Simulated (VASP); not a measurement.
## Mg4H: single point with PBE

The system is Mg4H.

```xyz
5
Lattice="2.6821 -2.8270 0.0000 2.6821 2.8270 0.0000 0.0000 0.0000 8.1419" Properties=species:S:1:pos:R:3 pbc="T T T"
Mg    0.0000    0.0000    5.4773
Mg    0.0000    0.0000    2.6646
Mg    2.6821    1.3923    0.0000
Mg    2.6821   -1.3923    0.0000
H     2.6821    0.0000    4.0709
```

The cell was built from a structure type or drawn by symmetry, and may not be a known phase.

```json
{
 "Program": "VASP 6.6.1",
 "Task": "single point",
 "Functional": "PBE",
 "Potentials or basis": "VASP PAW PBE potentials, release 64 (Mg, H)",
 "Cutoff": "520 eV",
 "k mesh": "10 × 10 × 6",
 "Occupations": "gaussian, width 0.1 eV",
 "Spin": "no spin polarisation"
}
```

The pressure is 0.0 GPa, the largest force is 0.004 eV/Å and the band gap on the k mesh is zero (an odd number of electrons rules out a gap without spin polarisation).

Forces on the atoms (eV/Å):
```
Mg   0.000  0.000 -0.001
Mg   0.000  0.000  0.001
Mg   0.000  0.004  0.000
Mg   0.000 -0.004  0.000
H    0.000  0.000  0.000
```

Levels at points of the mesh, in eV from the Fermi level:
| k point | band 1 | band 2 | band 3 | band 4 | band 5 | band 6 | band 7 | band 8 |
| --- | --- | --- | --- | --- | --- | --- | --- | --- |
| (0.00, 0.00, 0.00) | -6.31 | -4.30 | -3.33 | 1.35 | 2.77 | 3.02 | 3.09 | 3.18 |
| (0.50, 0.00, 0.00) | -4.10 | -3.66 | -2.38 | -1.55 | -1.42 | -0.37 | 3.47 | 4.42 |
| (0.50, 0.50, 0.00) | -2.22 | -1.74 | -1.42 | -1.33 | -0.51 | 0.45 | 0.57 | 0.98 |
| (0.00, 0.00, 0.50) | -6.10 | -5.14 | -1.72 | -0.38 | 2.13 | 2.81 | 2.92 | 3.29 |
| (0.50, 0.00, 0.50) | -3.93 | -3.36 | -3.01 | -2.70 | 0.62 | 0.70 | 1.79 | 2.25 |
| (0.50, 0.50, 0.50) | -1.97 | -1.81 | -1.27 | -1.26 | -0.77 | -0.49 | 0.05 | 0.66 |

It took 62 s on 1 thread of Intel(R) Xeon(R) 6975P-C (Granite Rapids), on a shared host, peak memory 0.33 GiB.
